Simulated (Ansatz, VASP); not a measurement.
# Al3Cu2: VASP beside Ansatz

Contents of POSCAR:

```
Al3Cu2
1.0
    4.0919516368      0.0000000000      0.0000000000
   -2.0459758184      3.5437340685      0.0000000000
    0.0000000000      0.0000000000      4.9927787000
Al Cu
3 2
Direct
    0.0000000000      0.0000000000      0.0000000000
    0.3333333333      0.6666666667      0.3499253500
    0.6666666667      0.3333333333      0.6500746500
    0.3333333333      0.6666666667      0.8395121300
    0.6666666667      0.3333333333      0.1604878700
```

The input INCAR.step1:

```
PREC     = Accurate       # precision mode
ENCUT    = 520            # plane-wave cutoff, eV
ISMEAR   = 0              # smearing method
SIGMA    = 0.1            # smearing width, eV
LREAL    = F              # projectors in reciprocal space
LASPH    = T              # aspherical terms in the spheres
NELM     = 100            # most SCF steps
NBANDS   = 24             # bands
GGA      = PE             # functional
ALGO     = Normal         # electronic algorithm
EDIFF    = 1E-4           # SCF threshold, eV
LWAVE    = T              # write WAVECAR
LCHARG   = F              # write CHGCAR
```

File INCAR.step2:

```
PREC     = Accurate       # precision mode
ENCUT    = 520            # plane-wave cutoff, eV
EDIFF    = 1E-6           # SCF threshold, eV
ISMEAR   = 0              # smearing method
SIGMA    = 0.1            # smearing width, eV
LREAL    = F              # projectors in reciprocal space
LASPH    = T              # aspherical terms in the spheres
NELM     = 100            # most SCF steps
ALGO     = Normal         # electronic algorithm
ISIF     = 2              # what is computed and relaxed
LWAVE    = F              # write WAVECAR
LCHARG   = F              # write CHGCAR
METAGGA  = R2SCAN         # meta-GGA
LMIXTAU  = T            
NBANDS   = 24             # bands
ISTART   = 1
```

Contents of KPOINTS:

```
regular mesh
0
Gamma
  18 18 14
```

Input for Ansatz:

```yaml
crystal:
  lattice:
    - [4.0919516368, 0.0, 0.0]
    - [-2.0459758184, 3.5437340685, 0.0]
    - [0.0, 0.0, 4.9927787]
  atoms:
    - { symbol: Al, position: [0.0, 0.0, 0.0] }
    - { symbol: Al, position: [0.3333333333, 0.6666666667, 0.34992535] }
    - { symbol: Al, position: [0.6666666667, 0.3333333333, 0.65007465] }
    - { symbol: Cu, position: [0.3333333333, 0.6666666667, 0.83951213] }
    - { symbol: Cu, position: [0.6666666667, 0.3333333333, 0.16048787] }
basis:
  ecutwfc: 500
kpoints:
  mp_grid: { grid: [18, 18, 14] }
hamiltonian:
  xc: r2scan
scf:
  occupations: { method: gaussian, width: 0.1 }
output:
  forces: true
  stress: true
  eigenvalues: true
```

Alike in both runs: task single point; functional r2SCAN; k mesh 18 × 18 × 14; occupations gaussian, width 0.1 eV; no spin polarisation.

|  | VASP | Ansatz |
| --- | --- | --- |
| version | VASP 6.6.1 | Ansatz 0.2.0 |
| potentials or method | VASP PAW PBE potentials, release 64 (Al, Cu), cutoff 520 eV | scalar-relativistic, plane waves, PAW |
| valence electrons in the cell | 31 | 47 |

```csv
,VASP,Ansatz,Ansatz less VASP
gap on the k mesh at the Fermi level (eV),none,none,-
pressure (GPa),0.4,0.5,+0.12
"traceless stress, the component that is largest in VASP (GPa)",-0.40,-0.43,-0.023
rms of the force components (eV/Å),0.006,0.006,+0.0001
```

VASP's potentials were made for PBE, not for r2SCAN. Atom by atom the forces differ by 0.002 eV/Å (rms over components). A gap of «none» marks a metal or a gap that the smearing closes. With one functional, cell and mesh, what is left measures potentials, basis and numerics. VASP's potentials hold 31 valence electrons a cell and Ansatz's 47, so a difference there can come from the potentials and not from the codes.
